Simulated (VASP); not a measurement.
# WC (Fm-3m) in VASP: settings compared, part 2 of 2

VASP 6.6.1. Earlier steps stand in the parts before.

## (5) Single point, LDA

This run uses another cell than the first one, of 10.10 Å³/atom, 0.958 times its volume.

INCAR

```
PREC = Accurate
ENCUT = 910
EDIFF = 1E-6
ISMEAR = -1
SIGMA = 0.1
LREAL = False
LASPH = True
NELM = 120
ALGO = Normal
ISIF = 2
LWAVE = False
LCHARG = True
LELF = True
LVHAR = True
NBANDS = 16
GGA_COMPAT = False
```

KPOINTS

```
regular mesh
0
Gamma
  11 11 11
```

POSCAR

```
WC
1.0
    0.0000000000      2.1617749338      2.1617749338
    2.1617749338      0.0000000000      2.1617749338
    2.1617749338      2.1617749338      0.0000000000
W C
1 1
Direct
    0.0000000000      0.0000000000      0.0000000000
    0.5000000000      0.5000000000      0.5000000000
```

Potentials or basis: VASP PAW LDA potentials, release 64 (W_sv, C_h).

Command:

```
> cat potpaw_LDA.64/W_sv/POTCAR potpaw_LDA.64/C_h/POTCAR > POTCAR
> mpirun -np 1 vasp_std > vasp.out
```

OUTCAR:

```text
PREC = Accurate
   ENCUT = 910
   EDIFF = 1E-6
   ISMEAR = -1
   LREAL = False
   LASPH = True
   NELM = 120
   ISIF = 2

 ion  position               nearest neighbor table
   1  0.000  0.000  0.000-   2 2.16   2 2.16   2 2.16   2 2.16   2 2.16   2 2.16
   2  0.500  0.500  0.500-   1 2.16   1 2.16   1 2.16   1 2.16   1 2.16   1 2.16

  LATTYP: Found a face centered cubic cell.
 ALAT       =     4.3235498676

  Lattice vectors:

 A1 = (   0.0000000000,   2.1617749338,   2.1617749338)
[... 642 lines left out ...]
------------------------ aborting loop because EDIFF is reached ----------------------------------------

  FORCE on cell =-STRESS in cart. coord.  units (eV):
  Direction    XX          YY          ZZ          XY          YZ          ZX
  --------------------------------------------------------------------------------------
  -------------------------------------------------------------------------------------
  Total        0.2899366      0.2899366      0.2899366      0.0000000      0.0000000      0.0000000
  in kB       22.9906973     22.9906973     22.9906973      0.0000000      0.0000000      0.0000000
  external PRESSURE =      22.9906973 kB  Pullay stress =       0.0000000 kB

 VOLUME and BASIS-vectors are now :
 -----------------------------------------------------------------------------
  energy-cutoff  :      910.00
  volume of cell :       20.21
      direct lattice vectors                 reciprocal lattice vectors
     0.000000000  2.161774934  2.161774934    -0.231291423  0.231291423  0.231291423
     2.161774934  0.000000000  2.161774934     0.231291423 -0.231291423  0.231291423
     2.161774934  2.161774934  0.000000000     0.231291423  0.231291423 -0.231291423

 POSITION                                       TOTAL-FORCE (eV/Angst)
 -----------------------------------------------------------------------------------
      0.00000      0.00000      0.00000        -0.000000     -0.000000     -0.000000
      2.16177      2.16177      2.16177         0.000000      0.000000      0.000000
 -----------------------------------------------------------------------------------
    total drift:                               -0.000000      0.000000      0.000000

  FREE ENERGIE OF THE ION-ELECTRON SYSTEM (eV)
  ---------------------------------------------------
  free  energy   TOTEN  =       -23.8227440018 eV

  energy  without entropy=      -23.7830632834  energy(sigma->0) =      -23.80290364
```

OSZICAR:

```text
N       E                     dE             d eps       ncg     rms          rms(c)
DAV:   1     0.147298349348E+03    0.14730E+03   -0.13112E+04  1792   0.186E+03
DAV:   2    -0.217975750668E+02   -0.16910E+03   -0.16242E+03  2256   0.431E+02
DAV:   3    -0.272808498368E+02   -0.54833E+01   -0.54490E+01  1896   0.683E+01
DAV:   4    -0.273178568428E+02   -0.37007E-01   -0.36997E-01  2344   0.625E+00
DAV:   5    -0.273180904917E+02   -0.23365E-03   -0.23365E-03  1944   0.498E-01    0.335E+01
DAV:   6    -0.239426215311E+02    0.33755E+01   -0.83097E+00  2496   0.276E+01    0.894E+00
DAV:   7    -0.238574917293E+02    0.85130E-01   -0.49600E-01  1800   0.604E+00    0.696E+00
DAV:   8    -0.238243135319E+02    0.33178E-01   -0.83687E-02  2088   0.242E+00    0.135E+00
DAV:   9    -0.238228615284E+02    0.14520E-02   -0.26210E-03  1912   0.485E-01    0.103E-01
DAV:  10    -0.238227416403E+02    0.11989E-03   -0.37287E-04  2248   0.218E-01    0.141E-02
DAV:  11    -0.238227437601E+02   -0.21198E-05   -0.82519E-06  1960   0.283E-02    0.730E-03
DAV:  12    -0.238227440018E+02   -0.24172E-06   -0.21463E-07  1256   0.463E-03
   1 F= -.23822744E+02 E0= -.23802904E+02  d E =-.396807E-01
```

stdout:

```text
POSCAR found type information on POSCAR W C
 POSCAR found :  2 types and       2 ions
 scaLAPACK will be used
 LDA part: xc-table for (Slater(with rela. corr.)+CA(PZ))
 , standard interpolation
 POSCAR, INCAR and KPOINTS ok, starting setup
 FFT: planning ... GRIDC
 FFT: planning ... GRID_SOFT
 FFT: planning ... GRID
 WAVECAR not read
 entering main loop
```

Run time: 21 s. Hardware: 1 thread of AMD EPYC 9R45 (Zen 5), shared host; peak memory 0.15 GiB.

What came out:

| Quantity | Value |
| --- | --- |
| Free energy | -23.8227 eV |
| Pressure | 2.3 GPa |
| Band gap on the k mesh | zero (band 9 reaches 14.27 eV, above the bottom of band 10 at 11.01 eV) |

Levels at points of the mesh, in eV from the Fermi level:
```
           k point  band 6  band 7  band 8  band 9  band 10  band 11  band 12  band 13
(0.00, 0.00, 0.00)   -2.91   -2.91   -2.91   -1.10    -1.10    -1.10    -1.01    -1.01
```

Caveat: the cutoff is under 1.25 times the usual one of these potentials, so pressure, stress and relaxed cells hold a basis-set (Pulay) error; spin-orbit coupling is left out, which moves the levels of the heavy elements.

## (6) Single point, PBEsol+D3(BJ)

This run uses another cell than the first one, of 10.08 Å³/atom, 0.956 times its volume.

INCAR

```
SYSTEM = WC
PREC     = Accurate       ! precision mode
ENCUT    = 910            ! plane-wave cutoff, eV
EDIFF    = 1E-6           ! SCF threshold, eV
ISMEAR   = -1             ! smearing method
SIGMA    = 0.1            ! smearing width, eV
LREAL    = .FALSE.        ! projectors in reciprocal space
LASPH    = .TRUE.         ! aspherical terms in the spheres
NELM     = 120            ! most SCF steps
ALGO     = Normal         ! electronic algorithm
ISIF     = 2              ! what is computed and relaxed
LWAVE    = .FALSE.        ! write WAVECAR
LCHARG   = .FALSE.        ! write CHGCAR
GGA      = PS             ! functional
IVDW     = 12             ! dispersion correction
NBANDS   = 16             ! bands
GGA_COMPAT= .FALSE.
```

KPOINTS

```
Automatic mesh
0
G
  11 11 11
  0 0 0
```

POSCAR

```
WC
1.0
    0.0000000000      2.1599816072      2.1599816072
    2.1599816072      0.0000000000      2.1599816072
    2.1599816072      2.1599816072      0.0000000000
W C
1 1
Direct
    0.0000000000      0.0000000000      0.0000000000
    0.5000000000      0.5000000000      0.5000000000
```

Potentials or basis: VASP PAW PBE potentials, release 64 (W_sv, C_h).

Command:

```
> cat potpaw_PBE.64/W_sv/POTCAR potpaw_PBE.64/C_h/POTCAR > POTCAR
> mpirun -np 1 vasp_std > vasp.out
```

Wall time 30 s (1 thread of Intel Xeon Platinum 8259CL at 2.50GHz (Skylake/Cascade Lake), shared host); peak memory 0.21 GiB.

It converged, with:

```yaml
Free_energy: -23.9268 eV
Pressure: 1.1 GPa
Band_gap_on_the_k_mesh: zero (band 9 reaches 14.32 eV, above the bottom of band 10 at 11.03 eV)
Dispersion_energy_per_atom: -0.463 eV
```

Levels at points of the mesh, in eV from the Fermi level:
```
           k point  band 6  band 7  band 8  band 9  band 10  band 11  band 12  band 13
(0.00, 0.00, 0.00)   -2.93   -2.93   -2.93   -1.11    -1.11    -1.11    -1.01    -1.01
```

Caveat: the cutoff is under 1.25 times the usual one of these potentials, so pressure, stress and relaxed cells hold a basis-set (Pulay) error; the PAW data sets were made with another functional, which shifts forces and pressure a little; spin-orbit coupling is left out, which moves the levels of the heavy elements; pairwise dispersion overbinds metals, which lowers pressure and volume.

## (7) The runs side by side

| task | level | potentials or basis | cell | cutoff (eV) | second run | gap on the mesh (eV) | pressure (GPa) | relaxed volume (Å³/atom) |
| --- | --- | --- | --- | --- | --- | --- | --- | --- |
| relaxation of cell and atoms | PBEsol | VASP PAW PBE potentials, release 64 (W_sv, C) | relaxed from a = 3.101 Å, angles 60.0°, 2 atoms | 600 | - | - | -0.1 | 10.29 |
| relaxation of cell and atoms | PBEsol+D3(BJ) | VASP PAW PBE potentials, release 64 (W_sv, C) | relaxed from a = 3.101 Å, angles 60.0°, 2 atoms | 600 | - | - | -0.1 | 10.11 |
| single point | PBEsol | VASP PAW PBE potentials, release 64 (W_sv, C_h) | a = 3.073 Å, angles 60.0°, 2 atoms | 910 | hard_potentials | none | 1.0 | - |
| single point | LDA | VASP PAW LDA potentials, release 64 (W_sv, C_h) | a = 3.057 Å, angles 60.0°, 2 atoms | 910 | hard_potentials | none | 2.3 | - |
| single point | PBEsol+D3(BJ) | VASP PAW PBE potentials, release 64 (W_sv, C_h) | a = 3.055 Å, angles 60.0°, 2 atoms | 910 | hard_potentials | none | 1.1 | - |

Alike in all rows: no spin polarisation; k mesh 11 × 11 × 11; smearing fermi-dirac 0.1 eV.

Caveats: spin-orbit coupling is left out, which moves the levels of the heavy elements; the PAW data sets were made with another functional, which shifts forces and pressure a little (some runs); the cutoff is under 1.25 times the usual one of these potentials, so pressure, stress and relaxed cells hold a basis-set (Pulay) error (some runs); the bands computed are all filled at some k points, so no gap is given (some runs); pairwise dispersion overbinds metals, which lowers pressure and volume (some runs).

Total energies depend on the potentials used, so only differences within one code and one set of settings carry meaning.
